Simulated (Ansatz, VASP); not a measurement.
# Hf in VASP and in Ansatz

INCAR

```
SYSTEM = Hf
PREC = Accurate
ENCUT = 600
EDIFF = 1E-6
ISMEAR = 0
SIGMA = 0.1
LREAL = .False.
LASPH = .True.
NELM = 80
ALGO = Fast
ISIF = 3
LWAVE = .False.
LCHARG = .False.
GGA = PE
IBRION = 2
NSW = 100
EDIFFG = -0.01
```

Contents of KPOINTS:

```
regular mesh
0
Gamma
  18 18 18
  0 0 0
```

Contents of POSCAR:

```
Hf
1.0
    1.5235392147     -5.0779434142      0.0000000000
    1.5235392147      5.0779434142      0.0000000000
    0.0000000000      0.0000000000      3.0791168363
Hf
2
Direct
    0.8545917209      0.1454082791      0.2500000000
    0.1454082791      0.8545917209      0.7500000000
```

Input for Ansatz:

```yaml
crystal:
  lattice:
    - [1.5235392147, -5.0779434142, 0.0]
    - [1.5235392147, 5.0779434142, 0.0]
    - [0.0, 0.0, 3.0791168363]
  atoms:
    - { symbol: Hf, position: [0.8545917209, 0.1454082791, 0.25] }
    - { symbol: Hf, position: [0.1454082791, 0.8545917209, 0.75] }
basis:
  ecutwfc: 420
kpoints:
  mp_grid: { grid: [18, 18, 18] }
hamiltonian:
  xc: pbe
scf:
  occupations: { method: gaussian, width: 0.1 }
output:
  forces: true
  stress: true
  eigenvalues: true
relax:
  adjacent_minimum: "off"
  f_tol: 0.01
  max_steps: 80
  cell: { stress_tol: 0.05 }
```

Alike in both runs: task relaxation of cell and atoms; functional PBE; k mesh 18 × 18 × 18; occupations gaussian, width 0.1 eV; no spin polarisation.

|  | VASP | Ansatz |
| --- | --- | --- |
| version | VASP 6.6.1 | Ansatz 0.2.0 |
| potentials or method | VASP PAW PBE potentials, release 64 (Hf_pv), cutoff 600 eV | scalar-relativistic, plane waves, PAW |
| valence electrons in the cell | 20 | 52 |

|  | VASP | Ansatz | Ansatz less VASP |
| --- | --- | --- | --- |
| gap on the k mesh at the Fermi level, each at its own relaxed structure (eV) | none | none | - |
| relaxed volume (Å³/atom) | 23.74 | 23.81 | +0.068 |
| relaxed length of the cell vector where the two differ most in proportion (Å) | 3.079 | 3.083 | +0.0039 |

A gap of «none» marks a metal or a gap that the smearing closes. VASP's potentials hold 20 valence electrons a cell and Ansatz's 52, so a difference there can come from the potentials and not from the codes.

Spin-orbit coupling is off throughout.
